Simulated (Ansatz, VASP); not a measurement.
**Mg: VASP beside Ansatz**

Contents of INCAR:

```
  ALGO = Fast
  EDIFF = 1E-7
  ENCUT = 520
  GGA = PE
  ISIF = 2
  ISMEAR = 0
  LASPH = True
  LCHARG = False
  LREAL = False
  LWAVE = False
  NBANDS = 7
  NELM = 80
  PREC = Accurate
  SIGMA = 0.15
```

KPOINTS

```
k-points
0
Gamma
  18 18 16
```

POSCAR

```
Mg
1.0
    2.8062758165      0.0000000000      0.0000000000
   -1.4031379083      2.4303061471      0.0000000000
    0.0000000000      0.0000000000      3.0448375700
Mg
1
Direct
    0.0000000000      0.0000000000      0.0000000000
```

Input for Ansatz:

```yaml
crystal:
  lattice:
    - [2.8062758165, 0.0, 0.0]
    - [-1.4031379083, 2.4303061471, 0.0]
    - [0.0, 0.0, 3.04483757]
  atoms:
    - { symbol: Mg, position: [0.0, 0.0, 0.0] }
basis:
  ecutwfc: 420
kpoints:
  mp_grid: { grid: [18, 18, 16] }
hamiltonian:
  xc: pbe
scf:
  occupations: { method: gaussian, width: 0.15 }
output:
  forces: true
  stress: true
  eigenvalues: true
```

Change from the starting cell: strain -0.080 along x and y, +0.000 along z, atoms carried along.

Alike in both runs: task single point; functional PBE; k mesh 18 × 18 × 16; occupations gaussian, width 0.15 eV; no spin polarisation.

|  | VASP | Ansatz |
| --- | --- | --- |
| version | VASP 6.6.1 | Ansatz 0.2.0 |
| potentials or method | VASP PAW PBE potentials, release 64 (Mg), cutoff 520 eV | scalar-relativistic, plane waves, PAW |
| valence electrons in the cell | 2 | 10 |

Ansatz gave:

| Property | Result |
| --- | --- |
| gap on the k mesh at the Fermi level (eV) | none |
| pressure (GPa) | 10.4 |
| traceless stress, the component that is largest in VASP (GPa) | -9.05 |

Problem. Which values does VASP return?

Solution. gap on the k mesh at the Fermi level (eV): none; pressure (GPa): 10.4; traceless stress, the component that is largest in VASP (GPa): -9.10.

A gap of «none» marks a metal or a gap that the smearing closes. VASP's potentials hold 2 valence electrons a cell and Ansatz's 10, so a difference there can come from the potentials and not from the codes.
